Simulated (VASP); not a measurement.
A run of VASP 6.6.1 is set up as follows.

Contents of INCAR:

```
  PREC = Accurate
  ENCUT = 520
  EDIFF = 1E-8
  ISMEAR = 0
  SIGMA = 0.01
  LREAL = False
  LASPH = True
  NELM = 80
  ALGO = Normal
  ISIF = 2
  LWAVE = False
  LCHARG = True
  GGA = PS
  IBRION = 8
  NSW = 1
```

The input KPOINTS:

```
Automatic mesh
0
Gamma
  3 3 3
```

Contents of POSCAR:

```
AlN
1.0
    0.0000000000      2.1839935600      2.1839935600
    2.1839935600      0.0000000000      2.1839935600
    2.1839935600      2.1839935600      0.0000000000
Al N
1 1
Direct
    0.0000000000      0.0000000000      0.0000000000
    0.7500000000      0.7500000000      0.7500000000
```

Potentials or basis: VASP PAW PBE potentials, release 64 (Al, N).

The run is started by

```bash
$ cat potpaw_PBE.64/Al/POTCAR potpaw_PBE.64/N/POTCAR > POTCAR
$ mpirun -np 1 vasp_std > vasp.out
```

Problem. Predict the highest phonon frequency at Γ, LO-TO splitting left out.

Solution. 659 cm⁻¹.

Phonon frequencies in cm⁻¹ (negative: imaginary):
```csv
q point,frequencies
"(0.000, 0.000, 0.000)",0 0 0 659 659 659
```

Caveat: the k points lie up to 0.83 Å⁻¹ apart; the cell wasn't relaxed at this level first, which shifts response properties.
